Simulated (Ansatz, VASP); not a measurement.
## CoO: VASP beside Ansatz

```
Co O
1.0
     0.00000    2.16174    2.16174
     2.16174    0.00000    2.16174
     2.16174    2.16174    0.00000
Co O
1 1
Cartesian
  0.0000 0.0000 0.0000
  2.1617 2.1617 2.1617
```

Alike in both runs: task single point; functional BLYP; k mesh 10 × 10 × 10; occupations gaussian, width 0.05 eV; collinear spin; Hubbard terms Co d U = 3.3 eV.

|  | VASP | Ansatz |
| --- | --- | --- |
| version | VASP 6.6.1 | Ansatz 0.2.0 |
| potentials or method | VASP PAW PBE potentials, release 64 (Co, O), cutoff 520 eV | scalar-relativistic, plane waves, PAW |
| valence electrons in the cell | 15 | 23 |

VASP gave:

```
pressure (GPa)                                                : -2.0
net moment per atom (μB)                                      : 1.50
size of the moment on the site where the two differ most (μB) : 2.71
```

Q: What did Ansatz give for the same quantities?

A: Pressure (GPa): 6.9; net moment per atom (μB): 1.50; size of the moment on the site where the two differ most (μB): 2.60.

VASP's potentials were made for PBE, not for BLYP. Site moments also hang on the region over which each program counts them. The programs project onto different local orbitals, so the same U acts differently, and such runs can settle in different states. VASP's potentials hold 15 valence electrons a cell and Ansatz's 23, so a difference there can come from the potentials and not from the codes. Ansatz's warnings: symmetry narrowed by occupation matrices.
